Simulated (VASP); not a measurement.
Co, 2 atoms in the cell. The structure is trigonal, space group P-3m1 (No. 164). Conventional cell: a = 2.487 Å, b = 2.487 Å, c = 4.063 Å, α = 90.00°, β = 90.00°, γ = 120.00°. Within 3.2 Å of Co (site symmetry 3m) lie 12 Co at 2.42 to 2.55 Å. 

```yaml
Program: VASP 6.6.1
Task: single point
Functional: PBEsol
Potentials_or_basis: VASP PAW PBE potentials, release 64 (Co)
Cutoff: 520 eV
k_mesh: 10 × 10 × 6
Occupations: fermi-dirac, width 0.05 eV
Spin: collinear spin, ferromagnetic start
Starting_moments: "[4.0, 4.0] μB"
Fixed_moment: 8 μB
Dipole_correction: no
Further_INCAR_settings: ALGO = Normal; EDIFF = 1e-06; NBANDS = 20
```

Potentials or basis: VASP PAW PBE potentials, release 64 (Co).

Run with:

```sh
$ cat potpaw_PBE.64/Co/POTCAR > POTCAR
$ mpirun -np 1 vasp_std > vasp.out
```

Hardware: 1 thread of Intel Xeon 8259CL, with other jobs on the host.

Problem. How long does it take, and how much memory?

Solution. Run time: 84 s on 1 thread of Intel Xeon 8259CL, on a shared host, peak memory 0.16 GiB. Counts: scf iterations 13, k points 72.
